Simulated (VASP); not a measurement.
# KCl (P6_3/mmc) in VASP: notebook

Runs on KCl. Level: r2SCAN. Tasks: single point.

All numbers are computed with VASP 6.6.1; they aren't measurements. Logs are shortened: lines on timing, memory, paths and dates and some standing lists are left out, and cuts for length are marked.

**1. The cell of the first run**

The structure is hexagonal, space group P6_3/mmc (No. 194). Conventional cell: a = 5.344 Å, b = 5.344 Å, c = 6.239 Å, α = 90.00°, β = 90.00°, γ = 120.00°. Within 4.1 Å of K (site symmetry -6m2) lie 5 Cl at 3.09 to 3.12 Å. Within 4.1 Å of Cl (site symmetry -6m2) lie 5 K at 3.09 to 3.12 Å.

**2. Single point, r2SCAN**

File POSCAR:

```
KCl
1.0
    5.3438035568      0.0000000000      0.0000000000
   -2.6719017784      4.6278696330      0.0000000000
    0.0000000000      0.0000000000      6.2391673426
K Cl
2 2
Direct
    0.3333333333      0.6666666667     -0.0625000000
    0.6666666667      0.3333333333      0.4375000000
    0.3333333333      0.6666666667      0.4375000000
    0.6666666667      0.3333333333      0.9375000000
```

File INCAR.step1:

```
SYSTEM = KCl
ALGO     = Normal         ! electronic algorithm
EDIFF    = 1E-4           ! SCF threshold, eV
ENCUT    = 520            ! plane-wave cutoff, eV
GGA      = PE             ! functional
ISMEAR   = 0              ! smearing method
LASPH    = .True.         ! aspherical terms in the spheres
LCHARG   = .False.        ! write CHGCAR
LREAL    = .False.        ! projectors in reciprocal space
LWAVE    = .True.         ! write WAVECAR
NBANDS   = 24             ! bands
NELM     = 60             ! most SCF steps
PREC     = Accurate       ! precision mode
SIGMA    = 0.01           ! smearing width, eV
```

File INCAR.step2:

```
SYSTEM = KCl
ALGO     = Normal         ! electronic algorithm
EDIFF    = 1E-6           ! SCF threshold, eV
ENCUT    = 520            ! plane-wave cutoff, eV
ISIF     = 2              ! what is computed and relaxed
ISMEAR   = 0              ! smearing method
ISTART   = 1            
LASPH    = .True.         ! aspherical terms in the spheres
LCHARG   = .True.         ! write CHGCAR
LELF     = .True.         ! ELF
LMIXTAU  = .True.       
LREAL    = .False.        ! projectors in reciprocal space
LVHAR    = .True.       
LWAVE    = .False.        ! write WAVECAR
METAGGA  = R2SCAN         ! meta-GGA
NBANDS   = 24             ! bands
NELM     = 60             ! most SCF steps
PREC     = Accurate       ! precision mode
SIGMA    = 0.01           ! smearing width, eV
```

File KPOINTS:

```
k-points
0
Gamma
  6 6 4
  0 0 0
```

Potentials or basis: VASP PAW PBE potentials, release 64 (K_sv, Cl).

On the command line:

```sh
cat potpaw_PBE.64/K_sv/POTCAR potpaw_PBE.64/Cl/POTCAR > POTCAR
cp INCAR.step1 INCAR
mpirun -np 1 vasp_std > vasp.out
cp INCAR.step2 INCAR
mpirun -np 1 vasp_std > vasp.out
```

OUTCAR:

```text
SYSTEM = KCl
   EDIFF = 1E-6
   ENCUT = 520
   ISIF = 2
   ISMEAR = 0
   ISTART = 1
   LASPH = .True.
   LREAL = .False.
   METAGGA = R2SCAN
   NELM = 60
   PREC = Accurate

 ion  position               nearest neighbor table
   1  0.333  0.667  0.938-   4 3.09   4 3.09   4 3.09   3 3.12   3 3.12
   2  0.667  0.333  0.438-   3 3.09   3 3.09   3 3.09   4 3.12   4 3.12
   3  0.333  0.667  0.438-   2 3.09   2 3.09   2 3.09   1 3.12   1 3.12
   4  0.667  0.333  0.938-   1 3.09   1 3.09   1 3.09   2 3.12   2 3.12

  LATTYP: Found a hexagonal cell.
 ALAT       =     5.3438035568
 C/A-ratio  =     1.1675517777

  Lattice vectors:

 A1 = (   5.3438035568,   0.0000000000,   0.0000000000)
 A2 = (  -2.6719017784,   4.6278696330,   0.0000000000)
 A3 = (   0.0000000000,   0.0000000000,   6.2391673426)

Analysis of symmetry for initial positions (statically):
=====================================================================
 Subroutine PRICEL returns:
 Original cell was already a primitive cell.

 Routine SETGRP: Setting up the symmetry group for a
 hexagonal supercell.

 Subroutine GETGRP returns: Found 24 space group operations
 (whereof  6 operations were pure point group operations)
 out of a pool of 24 trial point group operations.

The static configuration has the point symmetry C_3v.
 The point group associated with its full space group is D_6h.

Analysis of symmetry for dynamics (positions and initial velocities):
=====================================================================
 Subroutine PRICEL returns:
 Original cell was already a primitive cell.

 Routine SETGRP: Setting up the symmetry group for a
 hexagonal supercell.

 Subroutine GETGRP returns: Found 24 space group operations
 (whereof  6 operations were pure point group operations)
 out of a pool of 24 trial point group operations.

The dynamic configuration has the point symmetry C_3v.
 The point group associated with its full space group is D_6h.

 Subroutine INISYM returns: Found 24 space group operations
 (whereof  6 operations are pure point group operations),
 and found     1 'primitive' translations

----------------------------------------------------------------------------------------

                                     Primitive cell

  volume of cell :     154.2973

  direct lattice vectors                    reciprocal lattice vectors
     5.343803557  0.000000000  0.000000000     0.187132627  0.108041073  0.000000000
    -2.671901778  4.627869633  0.000000000     0.000000000  0.216082146  0.000000000
     0.000000000  0.000000000  6.239167343     0.000000000  0.000000000  0.160277798

  length of vectors
     5.343803557  5.343803557  6.239167343     0.216082146  0.216082146  0.160277798

  position of ions in fractional coordinates (direct lattice)
     0.333333333  0.666666667  0.937500000
     0.666666667  0.333333333  0.437500000
     0.333333333  0.666666667  0.437500000
     0.666666667  0.333333333  0.937500000

  ion indices of the primitive-cell ions
   primitive index   ion index
                 1           1
                 2           2
                 3           3
                 4           4

----------------------------------------------------------------------------------------

 KPOINTS: k-points

Automatic generation of k-mesh.
 Grid dimensions read from file:
 generate k-points for:    6    6    4

 Generating k-lattice:

  Cartesian coordinates                     Fractional coordinates (reciprocal lattice)
     0.031188771  0.018006845  0.000000000     0.166666667  0.000000000  0.000000000
     0.000000000  0.036013691  0.000000000     0.000000000  0.166666667  0.000000000
     0.000000000  0.000000000  0.040069449     0.000000000  0.000000000  0.250000000

  Length of vectors
     0.036013691  0.036013691  0.040069449

  Shift w.r.t. Gamma in fractional coordinates (k-lattice)
     0.000000000  0.000000000  0.000000000

 Subroutine IBZKPT returns following result:
 ===========================================

 Found     21 irreducible k-points:

 Following reciprocal coordinates:
            Coordinates               Weight
  0.000000  0.000000  0.000000      1.000000
  0.166667  0.000000  0.000000      6.000000
  0.333333  0.000000  0.000000      6.000000
  0.500000  0.000000  0.000000      3.000000
  0.166667  0.166667  0.000000      6.000000
  0.333333  0.166667  0.000000     12.000000
[... 13 lines left out ...]
  0.333333  0.166667  0.500000     12.000000
  0.333333  0.333333  0.500000      2.000000
   k-points           NKPTS =     21   k-points in BZ     NKDIM =     21   number of bands    NBANDS=     24
   number of dos      NEDOS =    301   number of ions     NIONS =      4
   total plane-waves  NPLWV =  76800
   dimension x,y,z NGX =    40 NGY =   40 NGZ =   48
   dimension x,y,z NGXF=    80 NGYF=   80 NGZF=   96
   ions per type =               2   2
   NGX,Y,Z   is equivalent  to a cutoff of  12.44, 12.44, 12.79 a.u.
   NGXF,Y,Z  is equivalent  to a cutoff of  24.89, 24.89, 25.58 a.u.
 SYSTEM =  KCl
   PREC   = accura    normal or accurate (medium, high low for compatibility)
   ISTART =      1    job   : 0-new  1-cont  2-samecut
   ICHARG =      0    charge: 1-file 2-atom 10-const
   ISPIN  =      1    spin polarized calculation?
   LNONCOLLINEAR =      F non collinear calculations
   LSORBIT =      F    spin-orbit coupling
   LASPH  =      T    aspherical Exc in radial PAW
   ENCUT  =  520.0 eV  38.22 Ry    6.18 a.u.   9.94  9.94 11.60*2*pi/ulx,y,z
   NELM   =     60;   NELMIN=  2; NELMDL=  0     # of ELM steps
   EDIFF  = 0.1E-05   stopping-criterion for ELM
   LREAL  =      F    real-space projection
   EDIFFG = 0.1E-04   stopping-criterion for IOM
   NSW    =      0    number of steps for IOM
   IBRION =     -1    ionic relax: 0-MD 1-quasi-New 2-CG
   NFREE  =      0    steps in history (QN), initial steepest desc. (CG)
   ISIF   =      2    stress and relaxation
   ISYM   =      2    0-nonsym 1-usesym 2-fastsym
   POTIM  = 0.5000    time-step for ionic-motion
   TEBEG  =    0.0;   TEEND  =   0.0 temperature during run
   PSTRESS=    0.0 pullay stress
   NELECT =      32.0000    total number of electrons
   NUPDOWN=      -1.0000    fix difference up-down
   EMIN   =  10.00;   EMAX   =-10.00  energy-range for DOS
   EFERMI =   0.00;   METHOD = LEGACY
   ISMEAR =     0;   SIGMA  =   0.01  broadening in eV -4-tet -1-fermi 0-gaus
   EFERMI_NEDOS =   21; number of points for ismear=-14 and -15
   IALGO  =     38    algorithm
   IMIX   =      4    mixing-type and parameters
     AMIX     =   0.40;   BMIX     =  1.00
     AMIX_MAG =   1.60;   BMIX_MAG =  1.00
  volume/ion in A,a.u.               =      38.57       260.31
  Fermi-wavevector in a.u.,A,eV,Ry     =   0.969033  1.831208 12.776221  0.939026
  Thomas-Fermi vector in A             =   2.099052
   LORBIT       =      0    0 simple, 1 ext, 2 COOP (PROOUT), +10 PAW based schemes
   METAGGA = R2SCAN    functional components
   LHFCALC =     F    Hartree Fock is set to
   AEXX    =    0.0000 exact exchange contribution
   IVDW    =     0    specifies the selected vdW correction
   LEPSILON=     F    determine dielectric tensor
   LRPA    =     F    only Hartree local field effects (RPA)
 non-spin polarized calculation
 Gauss-broadening in eV      SIGMA  =   0.01
  energy-cutoff  :      520.00
  volume of cell :      154.30
 maximum number of plane-waves:      4176
 NGX is ok and might be reduce to    40
   NGX = 19   NGY = 19   NGZ = 23

 number of electron      32.0000001 magnetization

 Free energy of the ion-electron system (eV)
  ---------------------------------------------------
  ext. energy  EPLUGINS =         0.00000000
  ---------------------------------------------------
  free energy    TOTEN  =       -32.74530275 eV

  energy without entropy =      -32.74530275  energy(sigma->0) =      -32.74530275

 E-fermi :  -2.9550     XC(G=0):  -6.8288

 val. band max:       -3.0367631653   @ k =   0.0000   0.0000   0.0000
 cond. band min:       2.3186127022   @ k =   0.0000   0.0000   0.0000
 fundamental gap:      5.3553758675
 Fermi energy:        -2.9549517245

 k-point     1 :       0.0000    0.0000    0.0000
  band No.  band energies     occupation
      1     -31.4624      2.00000
      2     -31.4503      2.00000
      3     -15.6515      2.00000
      4     -15.5651      2.00000
      5     -14.2637      2.00000
      6     -14.2299      2.00000
[... 16 lines left out ...]
     23       6.8010      0.00000
     24       6.9432      0.00000

 k-point     2 :       0.1667    0.0000    0.0000
  band No.  band energies     occupation
      1     -31.4615      2.00000
      2     -31.4508      2.00000
      3     -15.6789      2.00000
      4     -15.6060      2.00000
      5     -14.2560      2.00000
      6     -14.2342      2.00000
[... 16 lines left out ...]
     23       6.7988      0.00000
     24       7.0875      0.00000

 k-point     3 :       0.3333    0.0000    0.0000
  band No.  band energies     occupation
      1     -31.4592      2.00000
      2     -31.4522      2.00000
      3     -15.7272      2.00000
      4     -15.6835      2.00000
      5     -14.2422      2.00000
      6     -14.2366      2.00000
[... 16 lines left out ...]
     23       6.9957      0.00000
     24       7.1098      0.00000
[... 433 lines left out ...]
 k-point    20 :       0.3333    0.1667    0.5000
  band No.  band energies     occupation
      1     -31.4553      2.00000
      2     -31.4553      2.00000
      3     -15.8270      2.00000
      4     -15.8270      2.00000
      5     -14.2186      2.00000
      6     -14.2186      2.00000
[... 16 lines left out ...]
     23       7.0062      0.00000
     24       7.0062      0.00000

 k-point    21 :       0.3333    0.3333    0.5000
  band No.  band energies     occupation
      1     -31.4552      2.00000
      2     -31.4552      2.00000
      3     -15.8394      2.00000
      4     -15.8394      2.00000
      5     -14.2234      2.00000
      6     -14.2234      2.00000
[... 16 lines left out ...]
     23       6.9287      0.00000
     24       6.9287      0.00000

------------------------ aborting loop because EDIFF is reached ----------------------------------------

  FORCE on cell =-STRESS in cart. coord.  units (eV):
  Direction    XX          YY          ZZ          XY          YZ          ZX
  --------------------------------------------------------------------------------------
  -------------------------------------------------------------------------------------
  Total       -0.0090750     -0.0090750     -0.0034017      0.0000000     -0.0000000     -0.0000000
  in kB       -0.0942318     -0.0942318     -0.0353217      0.0000000     -0.0000000     -0.0000000
  external PRESSURE =      -0.0745951 kB  Pullay stress =       0.0000000 kB

 VOLUME and BASIS-vectors are now :
 -----------------------------------------------------------------------------
  energy-cutoff  :      520.00
  volume of cell :      154.30
      direct lattice vectors                 reciprocal lattice vectors
     5.343803557  0.000000000  0.000000000     0.187132627  0.108041073  0.000000000
    -2.671901778  4.627869633  0.000000000     0.000000000  0.216082146  0.000000000
     0.000000000  0.000000000  6.239167343     0.000000000  0.000000000  0.160277798

 POSITION                                       TOTAL-FORCE (eV/Angst)
 -----------------------------------------------------------------------------------
     -0.00000      3.08525      5.84922         0.000000     -0.000000      0.000000
      2.67190      1.54262      2.72964        -0.000000     -0.000000     -0.000000
     -0.00000      3.08525      2.72964        -0.000000     -0.000000     -0.000000
      2.67190      1.54262      5.84922         0.000000      0.000000      0.000000
 -----------------------------------------------------------------------------------
    total drift:                               -0.000000      0.000000      0.000000

  FREE ENERGIE OF THE ION-ELECTRON SYSTEM (eV)
  ---------------------------------------------------
  free  energy   TOTEN  =       -32.7453027483 eV

  energy  without entropy=      -32.7453027483  energy(sigma->0) =      -32.74530275
```

Wall time 4.2 min (1 thread of AMD EPYC 9R45 (Zen 5), shared host); peak memory 0.28 GiB.

Results:

```yaml
Free_energy: -32.7453 eV
Pressure: 0.0 GPa
Band_gap_on_the_k_mesh: 5.36 eV, direct
```

Caveat: the PAW data sets were made with another functional, which shifts forces and pressure a little.

**3. Single point, r2SCAN (strain +1.5%)**

File POSCAR:

```
KCl
1.0
    5.4239606102      0.0000000000      0.0000000000
   -2.7119803051      4.6972876775      0.0000000000
    0.0000000000      0.0000000000      6.3327548528
K Cl
2 2
Direct
    0.3333333333      0.6666666667     -0.0625000000
    0.6666666667      0.3333333333      0.4375000000
    0.3333333333      0.6666666667      0.4375000000
    0.6666666667      0.3333333333      0.9375000000
```

File INCAR.step1:

```
SYSTEM = KCl
ALGO = Normal ; EDIFF = 1E-4
ENCUT = 520 ; GGA = PE
ISMEAR = 0 ; LASPH = .True.
LCHARG = .False. ; LREAL = .False.
LWAVE = .True. ; NBANDS = 24
NELM = 60 ; PREC = Accurate
SIGMA = 0.01
```

File INCAR.step2:

```
SYSTEM = KCl
ALGO = Normal ; EDIFF = 1E-6
ENCUT = 520 ; ISIF = 2
ISMEAR = 0 ; ISTART = 1
LASPH = .True. ; LCHARG = .True.
LELF = .True. ; LMIXTAU = .True.
LREAL = .False. ; LVHAR = .True.
LWAVE = .False. ; METAGGA = R2SCAN
NBANDS = 24 ; NELM = 60
PREC = Accurate ; SIGMA = 0.01
```

KPOINTS is that of step 2.

Potentials or basis: VASP PAW PBE potentials, release 64 (K_sv, Cl).

On the command line:

```sh
cat potpaw_PBE.64/K_sv/POTCAR potpaw_PBE.64/Cl/POTCAR > POTCAR
cp INCAR.step1 INCAR
mpirun -np 1 vasp_std > vasp.out
cp INCAR.step2 INCAR
mpirun -np 1 vasp_std > vasp.out
```

OUTCAR:

```text
SYSTEM = KCl
   EDIFF = 1E-6
   ENCUT = 520
   ISIF = 2
   ISMEAR = 0
   ISTART = 1
   LASPH = .True.
   LREAL = .False.
   METAGGA = R2SCAN
   NELM = 60
   PREC = Accurate

 ion  position               nearest neighbor table
   1  0.333  0.667  0.938-   4 3.13   4 3.13   4 3.13   3 3.17   3 3.17
   2  0.667  0.333  0.438-   3 3.13   3 3.13   3 3.13   4 3.17   4 3.17
   3  0.333  0.667  0.438-   2 3.13   2 3.13   2 3.13   1 3.17   1 3.17
   4  0.667  0.333  0.938-   1 3.13   1 3.13   1 3.13   2 3.17   2 3.17

  LATTYP: Found a hexagonal cell.
[... 762 lines left out ...]
  Direction    XX          YY          ZZ          XY          YZ          ZX
  --------------------------------------------------------------------------------------
  -------------------------------------------------------------------------------------
  Total       -0.5580356     -0.5580356     -0.6803955      0.0000000     -0.0000000      0.0000000
  in kB       -5.5413566     -5.5413566     -6.7564050      0.0000000     -0.0000000      0.0000000
  external PRESSURE =      -5.9463727 kB  Pullay stress =       0.0000000 kB

 VOLUME and BASIS-vectors are now :
 -----------------------------------------------------------------------------
  energy-cutoff  :      520.00
  volume of cell :      161.35
      direct lattice vectors                 reciprocal lattice vectors
     5.423960610  0.000000000  0.000000000     0.184367121  0.106444407  0.000000000
    -2.711980305  4.697287678  0.000000000     0.000000000  0.212888813  0.000000000
     0.000000000  0.000000000  6.332754853     0.000000000  0.000000000  0.157909160

 POSITION                                       TOTAL-FORCE (eV/Angst)
 -----------------------------------------------------------------------------------
     -0.00000      3.13153      5.93696         0.000000      0.000000     -0.000000
      2.71198      1.56576      2.77058        -0.000000      0.000000      0.000000
     -0.00000      3.13153      2.77058        -0.000000      0.000000     -0.000000
      2.71198      1.56576      5.93696         0.000000     -0.000000      0.000000
 -----------------------------------------------------------------------------------
    total drift:                               -0.000000      0.000000      0.000000

  FREE ENERGIE OF THE ION-ELECTRON SYSTEM (eV)
  ---------------------------------------------------
  free  energy   TOTEN  =       -32.7337825408 eV

  energy  without entropy=      -32.7337825408  energy(sigma->0) =      -32.73378254
```

OSZICAR.step1:

```text
N       E                     dE             d eps       ncg     rms          rms(c)
DAV:   1     0.245080406947E+03    0.24508E+03   -0.13955E+04  1008   0.113E+03
DAV:   2     0.846069909056E+01   -0.23662E+03   -0.22294E+03  1264   0.298E+02
DAV:   3    -0.137159674539E+02   -0.22177E+02   -0.22078E+02  1672   0.782E+01
DAV:   4    -0.142864726517E+02   -0.57051E+00   -0.56954E+00  1416   0.134E+01
DAV:   5    -0.143206608101E+02   -0.34188E-01   -0.34187E-01  1576   0.219E+00    0.458E+00
DAV:   6    -0.134925265297E+02    0.82813E+00   -0.14043E+00  1216   0.445E+00    0.361E+00
DAV:   7    -0.134101363878E+02    0.82390E-01   -0.38267E-01  1288   0.247E+00    0.229E+00
DAV:   8    -0.134461609660E+02   -0.36025E-01   -0.70726E-02  1344   0.143E+00    0.488E-01
DAV:   9    -0.134489229789E+02   -0.27620E-02   -0.73957E-03  1328   0.364E-01    0.195E-01
DAV:  10    -0.134560349962E+02   -0.71120E-02   -0.43217E-03  1040   0.345E-01    0.370E-02
DAV:  11    -0.134562579344E+02   -0.22294E-03   -0.15746E-04  1072   0.642E-02    0.219E-02
DAV:  12    -0.134563207588E+02   -0.62824E-04   -0.71485E-05   856   0.551E-02
   1 F= -.13456321E+02 E0= -.13456321E+02  d E =-.255096E-32
```

It took 4.9 min on 1 thread of AMD EPYC 9R45 (Zen 5), shared host; peak memory 0.29 GiB.

What came out:

- Free energy: -32.7338 eV
- Pressure: -0.6 GPa
- Band gap on the k mesh: 5.28 eV, direct

Caveat: the cell differs from its parent crystal (strain +1.5%); the PAW data sets were made with another functional, which shifts forces and pressure a little. A k mesh can miss the band edges.
